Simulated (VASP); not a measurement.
Write the native input for VASP 6.6.1 that does the following.

* Task: single point
* Functional: LDA
* Potentials or basis: VASP PAW LDA potentials, release 64 (Mg, S)
* Cutoff: 520 eV
* k mesh: 8 × 8 × 8
* Occupations: gaussian, width 0.05 eV
* Spin: no spin polarisation
* Dipole correction: no
* Further INCAR settings: ALGO = Normal; EDIFF = 1e-06; NBANDS = 11

The structure of MgS lies in POSCAR:

```
MgS
1.0
    0.0000000000      2.7481264454      2.8756168475
    2.7481264454      0.0000000000      2.8756168475
    2.7481264454      2.7481264454      0.0000000000
Mg S
1 1
Direct
    0.0000000000      0.0000000000      0.0000000000
    0.7500000000      0.7500000000      0.7500000000
```

This cell differs from its parent crystal: strain -0.030 along x and y, +0.015 along z.

One way to write it, as run:

INCAR

```
ALGO = Normal
EDIFF = 1E-6
ENCUT = 520
GGA = CA
ISIF = 2
ISMEAR = 0
LASPH = True
LCHARG = False
LREAL = False
LWAVE = False
NBANDS = 11
NELM = 80
PREC = Accurate
SIGMA = 0.05
```

KPOINTS

```
k-points
0
Gamma
  8 8 8
```

Potentials or basis: VASP PAW LDA potentials, release 64 (Mg, S).

Command:

```bash
$ cat potpaw_LDA.64/Mg/POTCAR potpaw_LDA.64/S/POTCAR > POTCAR
$ mpirun -np 1 vasp_std > vasp.out
```

Results of the run:

- Pressure: 0.1 GPa
- Band gap on the k mesh: 3.36 eV, direct

Caveat: the cell differs from its parent crystal (strain -0.030 along x and y, +0.015 along z).

It took 28 s on 1 thread of AMD EPYC 7R13, on a shared host, peak memory 0.14 GiB.
